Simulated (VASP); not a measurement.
# Zr (P6_3/mmc) in VASP: a series of runs

Zr is run at these levels: PBEsol; tasks: single point.

Program: VASP 6.6.1. These are calculated values, not measurements. Logs are shortened: lines on timing, memory, paths and dates and some standing lists are left out, and cuts for length are marked.

## 1. The cell of the first run

The structure is hexagonal, space group P6_3/mmc (No. 194). The conventional cell has a = 3.267 Å, b = 3.267 Å, c = 5.252 Å, α = 90.00°, β = 90.00°, γ = 120.00°. Within 4.3 Å of Zr (site symmetry -6m2) lie 12 Zr at 3.23 to 3.27 Å.

## 2. Single point, PBEsol (volume scaled by 1.08)

Input file INCAR:

```
PREC     = Accurate       # precision mode
ENCUT    = 520            # plane-wave cutoff, eV
EDIFF    = 1E-6           # SCF threshold, eV
ISMEAR   = -1             # smearing method
SIGMA    = 0.1            # smearing width, eV
LREAL    = F              # projectors in reciprocal space
LASPH    = T              # aspherical terms in the spheres
NELM     = 80             # most SCF steps
ALGO     = Normal         # electronic algorithm
ISIF     = 2              # what is computed and relaxed
LWAVE    = F              # write WAVECAR
LCHARG   = F              # write CHGCAR
GGA      = PS             # functional
NBANDS   = 19             # bands
```

Input file KPOINTS:

```
Automatic mesh
0
Gamma
  19 19 10
```

Input file POSCAR:

```
Zr
1.0
    3.2665442834      0.0000000000      0.0000000000
   -1.6332721417      2.8289103320      0.0000000000
    0.0000000000      0.0000000000      5.2515909008
Zr
2
Direct
    0.3333333333      0.6666666667      0.2500000000
    0.6666666667      0.3333333333      0.7500000000
```

Potentials or basis: VASP PAW PBE potentials, release 64 (Zr_sv).

Launch:

```
cat potpaw_PBE.64/Zr_sv/POTCAR > POTCAR
mpirun -np 1 vasp_std > vasp.out
```

OUTCAR:

```text
PREC = Accurate
   ENCUT = 520
   EDIFF = 1E-6
   ISMEAR = -1
   LREAL = F
   LASPH = T
   NELM = 80
   ISIF = 2
   GGA = PS

 ion  position               nearest neighbor table
   1  0.333  0.667  0.250-   2 3.23   2 3.23   2 3.23   2 3.23   2 3.23   2 3.23
   2  0.667  0.333  0.750-   1 3.23   1 3.23   1 3.23   1 3.23   1 3.23   1 3.23

  LATTYP: Found a hexagonal cell.
 ALAT       =     3.2665442834
 C/A-ratio  =     1.6076900985

  Lattice vectors:

 A1 = (   3.2665442834,   0.0000000000,   0.0000000000)
 A2 = (  -1.6332721417,   2.8289103320,   0.0000000000)
 A3 = (   0.0000000000,   0.0000000000,   5.2515909008)

Analysis of symmetry for initial positions (statically):
=====================================================================
 Subroutine PRICEL returns:
 Original cell was already a primitive cell.

 Routine SETGRP: Setting up the symmetry group for a
 hexagonal supercell.

 Subroutine GETGRP returns: Found 24 space group operations
 (whereof 12 operations were pure point group operations)
 out of a pool of 24 trial point group operations.

The static configuration has the point symmetry D_3d.
 The point group associated with its full space group is D_6h.

Analysis of symmetry for dynamics (positions and initial velocities):
=====================================================================
 Subroutine PRICEL returns:
 Original cell was already a primitive cell.

 Routine SETGRP: Setting up the symmetry group for a
 hexagonal supercell.

 Subroutine GETGRP returns: Found 24 space group operations
 (whereof 12 operations were pure point group operations)
 out of a pool of 24 trial point group operations.

The dynamic configuration has the point symmetry D_3d.
 The point group associated with its full space group is D_6h.

 Subroutine INISYM returns: Found 24 space group operations
 (whereof 12 operations are pure point group operations),
 and found     1 'primitive' translations

----------------------------------------------------------------------------------------

                                     Primitive cell

  volume of cell :      48.5287

  direct lattice vectors                    reciprocal lattice vectors
     3.266544283  0.000000000  0.000000000     0.306133918  0.176746500  0.000000000
    -1.633272142  2.828910332  0.000000000     0.000000000  0.353493000  0.000000000
     0.000000000  0.000000000  5.251590901     0.000000000  0.000000000  0.190418488

  length of vectors
     3.266544283  3.266544283  5.251590901     0.353493000  0.353493000  0.190418488

  position of ions in fractional coordinates (direct lattice)
     0.333333333  0.666666667  0.250000000
     0.666666667  0.333333333  0.750000000

  ion indices of the primitive-cell ions
   primitive index   ion index
                 1           1
                 2           2

----------------------------------------------------------------------------------------

 KPOINTS: Automatic mesh

Automatic generation of k-mesh.
 Grid dimensions read from file:
 generate k-points for:   19   19   10

 Generating k-lattice:

  Cartesian coordinates                     Fractional coordinates (reciprocal lattice)
     0.016112311  0.009302447  0.000000000     0.052631579 -0.000000000  0.000000000
     0.000000000  0.018604895  0.000000000     0.000000000  0.052631579  0.000000000
     0.000000000  0.000000000  0.019041849     0.000000000  0.000000000  0.100000000

  Length of vectors
     0.018604895  0.018604895  0.019041849

  Shift w.r.t. Gamma in fractional coordinates (k-lattice)
     0.000000000  0.000000000  0.000000000

 Subroutine IBZKPT returns following result:
 ===========================================

 Found    240 irreducible k-points:

 Following reciprocal coordinates:
            Coordinates               Weight
  0.000000  0.000000  0.000000      1.000000
  0.052632  0.000000  0.000000      6.000000
  0.105263  0.000000  0.000000      6.000000
  0.157895  0.000000  0.000000      6.000000
  0.210526  0.000000  0.000000      6.000000
  0.263158  0.000000  0.000000      6.000000
[... 16 lines left out ...]
  0.263158  0.105263  0.000000     12.000000
  0.315789  0.105263  0.000000     12.000000
 [... further k-points ...]
   k-points           NKPTS =    240   k-points in BZ     NKDIM =    240   number of bands    NBANDS=     19
   number of dos      NEDOS =    301   number of ions     NIONS =      2
   total plane-waves  NPLWV =  23040
   dimension x,y,z NGX =    24 NGY =   24 NGZ =   40
   dimension x,y,z NGXF=    48 NGYF=   48 NGZF=   80
   ions per type =               2
   NGX,Y,Z   is equivalent  to a cutoff of  12.21, 12.21, 12.66 a.u.
   NGXF,Y,Z  is equivalent  to a cutoff of  24.43, 24.43, 25.33 a.u.
 SYSTEM =  unknown system
   PREC   = accura    normal or accurate (medium, high low for compatibility)
   ISTART =      0    job   : 0-new  1-cont  2-samecut
   ICHARG =      2    charge: 1-file 2-atom 10-const
   ISPIN  =      1    spin polarized calculation?
   LNONCOLLINEAR =      F non collinear calculations
   LSORBIT =      F    spin-orbit coupling
   LASPH  =      T    aspherical Exc in radial PAW
   ENCUT  =  520.0 eV  38.22 Ry    6.18 a.u.   6.07  6.07  9.76*2*pi/ulx,y,z
   NELM   =     80;   NELMIN=  2; NELMDL= -5     # of ELM steps
   EDIFF  = 0.1E-05   stopping-criterion for ELM
   LREAL  =      F    real-space projection
   EDIFFG = 0.1E-04   stopping-criterion for IOM
   NSW    =      0    number of steps for IOM
   IBRION =     -1    ionic relax: 0-MD 1-quasi-New 2-CG
   NFREE  =      0    steps in history (QN), initial steepest desc. (CG)
   ISIF   =      2    stress and relaxation
   ISYM   =      2    0-nonsym 1-usesym 2-fastsym
   POTIM  = 0.5000    time-step for ionic-motion
   TEBEG  =    0.0;   TEEND  =   0.0 temperature during run
   PSTRESS=    0.0 pullay stress
   NELECT =      24.0000    total number of electrons
   NUPDOWN=      -1.0000    fix difference up-down
   EMIN   =  10.00;   EMAX   =-10.00  energy-range for DOS
   EFERMI =   0.00;   METHOD = LEGACY
   ISMEAR =    -1;   SIGMA  =   0.10  broadening in eV -4-tet -1-fermi 0-gaus
   EFERMI_NEDOS =   21; number of points for ismear=-14 and -15
   IALGO  =     38    algorithm
   IMIX   =      4    mixing-type and parameters
     AMIX     =   0.40;   BMIX     =  1.00
     AMIX_MAG =   1.60;   BMIX_MAG =  1.00
  volume/ion in A,a.u.               =      24.26       163.74
  Fermi-wavevector in a.u.,A,eV,Ry     =   1.294630  2.446496 22.804278  1.676067
  Thomas-Fermi vector in A             =   2.426201
   LORBIT       =      0    0 simple, 1 ext, 2 COOP (PROOUT), +10 PAW based schemes
   GGA     = PS    functional components
   LHFCALC =     F    Hartree Fock is set to
   AEXX    =    0.0000 exact exchange contribution
   IVDW    =     0    specifies the selected vdW correction
   LEPSILON=     F    determine dielectric tensor
   LRPA    =     F    only Hartree local field effects (RPA)
 non-spin polarized calculation
  energy-cutoff  :      520.00
  volume of cell :       48.53
 maximum number of plane-waves:      1332
   NGX = 13   NGY = 13   NGZ = 19

 number of electron      24.0000001 magnetization

 Free energy of the ion-electron system (eV)
  ---------------------------------------------------
  ext. energy  EPLUGINS =         0.00000000
  ---------------------------------------------------
  free energy    TOTEN  =       -18.12009391 eV

  energy without entropy =      -18.04647066  energy(sigma->0) =      -18.08328228

 E-fermi :   8.3830     XC(G=0): -11.0141

 val. band max:        8.3808323024   @ k =   0.1053   0.0526   0.4000
 cond. band min:       8.3857005837   @ k =   0.0000   0.0000   0.4000
 fundamental gap:      0.0048682813
 Fermi energy:         8.3830179283

 k-point     1 :       0.0000    0.0000    0.0000
  band No.  band energies     occupation
      1     -40.4001      2.00000
      2     -40.2736      2.00000
      3     -18.8712      2.00000
      4     -18.1041      2.00000
      5     -18.1041      2.00000
      6     -17.9976      2.00000
[... 11 lines left out ...]
     18      10.5314      0.00000
     19      12.6760      0.00000

 k-point     2 :       0.0526    0.0000    0.0000
  band No.  band energies     occupation
      1     -40.3973      2.00000
      2     -40.2723      2.00000
      3     -18.8637      2.00000
      4     -18.1212      2.00000
      5     -18.1096      2.00000
      6     -18.0017      2.00000
[... 11 lines left out ...]
     18      10.4646      0.00000
     19      12.7238      0.00000

 k-point     3 :       0.1053    0.0000    0.0000
  band No.  band energies     occupation
      1     -40.3893      2.00000
      2     -40.2688      2.00000
      3     -18.8415      2.00000
      4     -18.1707      2.00000
      5     -18.1255      2.00000
      6     -18.0526      2.00000
[... 11 lines left out ...]
     18      10.2888      0.00000
     19      12.8438      0.00000

 k-point     4 :       0.1579    0.0000    0.0000
  band No.  band energies     occupation
      1     -40.3768      2.00000
      2     -40.2636      2.00000
      3     -18.8060      2.00000
      4     -18.2471      2.00000
      5     -18.1494      2.00000
      6     -18.1299      2.00000
[... 11 lines left out ...]
     18      10.4852      0.00000
     19      12.9912      0.00000

 k-point     5 :       0.2105    0.0000    0.0000
  band No.  band energies     occupation
      1     -40.3607      2.00000
      2     -40.2575      2.00000
      3     -18.7590      2.00000
      4     -18.3422      2.00000
      5     -18.2235      2.00000
      6     -18.1782      2.00000
[... 11 lines left out ...]
     18      10.9071      0.00000
     19      13.1311      0.00000

 k-point     6 :       0.2632    0.0000    0.0000
  band No.  band energies     occupation
      1     -40.3426      2.00000
      2     -40.2514      2.00000
      3     -18.7035      2.00000
      4     -18.4455      2.00000
      5     -18.3224      2.00000
      6     -18.2087      2.00000
[... 11 lines left out ...]
     18      11.4153      0.00000
     19      13.2459      0.00000

 k-point     7 :       0.3158    0.0000    0.0000
  band No.  band energies     occupation
      1     -40.3240      2.00000
      2     -40.2464      2.00000
      3     -18.6431      2.00000
      4     -18.5456      2.00000
      5     -18.4160      2.00000
      6     -18.2377      2.00000
[... 11 lines left out ...]
     18      11.9778      0.00000
     19      13.3306      0.00000

 k-point     8 :       0.3684    0.0000    0.0000
  band No.  band energies     occupation
      1     -40.3068      2.00000
      2     -40.2432      2.00000
      3     -18.6315      2.00000
      4     -18.5826      2.00000
      5     -18.4951      2.00000
      6     -18.2623      2.00000
[... 256 lines left out ...]
 k-point    20 :       0.1053    0.1053    0.0000
  band No.  band energies     occupation
      1     -40.3697      2.00000
      2     -40.2608      2.00000
      3     -18.7854      2.00000
      4     -18.2721      2.00000
      5     -18.2181      2.00000
      6     -18.1221      2.00000
[... 11 lines left out ...]
     18      10.7620      0.00000
     19      12.9870      0.00000

 k-point    21 :       0.1579    0.1053    0.0000
  band No.  band energies     occupation
      1     -40.3543      2.00000
      2     -40.2552      2.00000
      3     -18.7396      2.00000
      4     -18.3509      2.00000
      5     -18.2963      2.00000
      6     -18.1616      2.00000
[... 11 lines left out ...]
     18      11.2509      0.00000
     19      13.0647      0.00000

 k-point    22 :       0.2105    0.1053    0.0000
  band No.  band energies     occupation
      1     -40.3369      2.00000
      2     -40.2497      2.00000
      3     -18.6854      2.00000
      4     -18.4442      2.00000
      5     -18.3716      2.00000
      6     -18.2060      2.00000
[... 11 lines left out ...]
     18      11.8272      0.00000
     19      13.1362      0.00000

 k-point    23 :       0.2632    0.1053    0.0000
  band No.  band energies     occupation
      1     -40.3190      2.00000
      2     -40.2453      2.00000
      3     -18.6261      2.00000
      4     -18.5376      2.00000
      5     -18.4405      2.00000
      6     -18.2493      2.00000
[... 11 lines left out ...]
     18      12.4641      0.00000
     19      13.1921      0.00000

 k-point    24 :       0.3158    0.1053    0.0000
  band No.  band energies     occupation
      1     -40.3023      2.00000
      2     -40.2426      2.00000
      3     -18.6183      2.00000
      4     -18.5664      2.00000
      5     -18.4991      2.00000
      6     -18.2859      2.00000
[... 11 lines left out ...]
     18      13.1287      0.00000
     19      13.2297      0.00000

 [... further k-points ...]
[... 5 lines left out ...]
  --------------------------------------------------------------------------------------
  -------------------------------------------------------------------------------------
  Total       -1.9631786     -1.9631786     -2.0994324      0.0000000      0.0000000      0.0000000
  in kB      -64.8144393    -64.8144393    -69.3128671      0.0000000      0.0000000      0.0000000
  external PRESSURE =     -66.3139153 kB  Pullay stress =       0.0000000 kB

 VOLUME and BASIS-vectors are now :
 -----------------------------------------------------------------------------
  energy-cutoff  :      520.00
  volume of cell :       48.53
      direct lattice vectors                 reciprocal lattice vectors
     3.266544283  0.000000000  0.000000000     0.306133918  0.176746500  0.000000000
    -1.633272142  2.828910332  0.000000000     0.000000000  0.353493000  0.000000000
     0.000000000  0.000000000  5.251590901     0.000000000  0.000000000  0.190418488

 POSITION                                       TOTAL-FORCE (eV/Angst)
 -----------------------------------------------------------------------------------
     -0.00000      1.88594      1.31290         0.000000     -0.000000      0.000000
      1.63327      0.94297      3.93869        -0.000000      0.000000      0.000000
 -----------------------------------------------------------------------------------
    total drift:                               -0.000000      0.000000     -0.000000

  FREE ENERGIE OF THE ION-ELECTRON SYSTEM (eV)
  ---------------------------------------------------
  free  energy   TOTEN  =       -18.1200939106 eV

  energy  without entropy=      -18.0464706593  energy(sigma->0) =      -18.08328228
```

It took 100 s on 1 thread of Intel Xeon Platinum 8259CL at 2.50GHz (Skylake/Cascade Lake), shared host; peak memory 0.29 GiB.

Results:

- Free energy: -18.1201 eV
- Pressure: -6.6 GPa
- Band gap on the k mesh: zero (band 12 reaches 9.28 eV, above the bottom of band 13 at 8.07 eV)

Levels at points of the mesh, in eV from the Fermi level:
```tsv
k point	band 8	band 9	band 10	band 11	band 12	band 13	band 14	band 15	band 16	band 17
(0.00, 0.00, 0.00)	-26.37	-5.57	-2.91	0.89	0.89	0.95	1.00	1.53	1.53	2.15
(0.00, 0.00, 0.50)	-26.43	-3.93	-3.93	0.04	0.04	0.82	0.82	0.82	0.82	3.80
```

Caveat: the PAW data sets were made with another functional, which shifts forces and pressure a little.

## 3. Single point, PBEsol (volume scaled by 1.12)

Input file INCAR:

```
SYSTEM = Zr
ALGO = Normal
EDIFF = 1E-6
ENCUT = 520
GGA = PS
ISIF = 2
ISMEAR = -1
LASPH = .TRUE.
LCHARG = .TRUE.
LELF = .TRUE.
LREAL = .FALSE.
LVHAR = .TRUE.
LWAVE = .FALSE.
NBANDS = 19
NELM = 100
PREC = Accurate
SIGMA = 0.1
```

Input file KPOINTS:

```
k-points
0
G
  19 19 10
  0 0 0
```

Input file POSCAR:

```
Zr
1.0
    3.3063841157      0.0000000000      0.0000000000
   -1.6531920578      2.8634126389      0.0000000000
    0.0000000000      0.0000000000      5.3156410047
Zr
2
Direct
    0.3333333333      0.6666666667      0.2500000000
    0.6666666667      0.3333333333      0.7500000000
```

Potentials or basis: VASP PAW PBE potentials, release 64 (Zr_sv).

Launch:

```
cat potpaw_PBE.64/Zr_sv/POTCAR > POTCAR
mpirun -np 1 vasp_std > vasp.out
```

Run time: 3.1 min. Hardware: 1 thread of Intel Xeon Platinum 8259CL at 2.50GHz (Skylake/Cascade Lake), shared host; peak memory 0.31 GiB.

It converged, with:

```yaml
Free_energy: -18.0316 eV
Pressure: -9.2 GPa
Band_gap_on_the_k_mesh: zero (band 12 reaches 8.88 eV, above the bottom of band 13 at 7.68 eV)
```

Stress tensor (GPa, compression positive):
```
-9.02  0.00  0.00
 0.00 -9.02  0.00
 0.00  0.00 -9.61
```

Levels at points of the mesh, in eV from the Fermi level:
```
           k point  band 10  band 11  band 12  band 13  band 14  band 15
(0.00, 0.00, 0.00)    -2.82     0.88     0.88     0.88     0.93     1.48
(0.00, 0.00, 0.50)    -3.90     0.05     0.05     0.81     0.81     0.81
```

Caveat: the PAW data sets were made with another functional, which shifts forces and pressure a little.
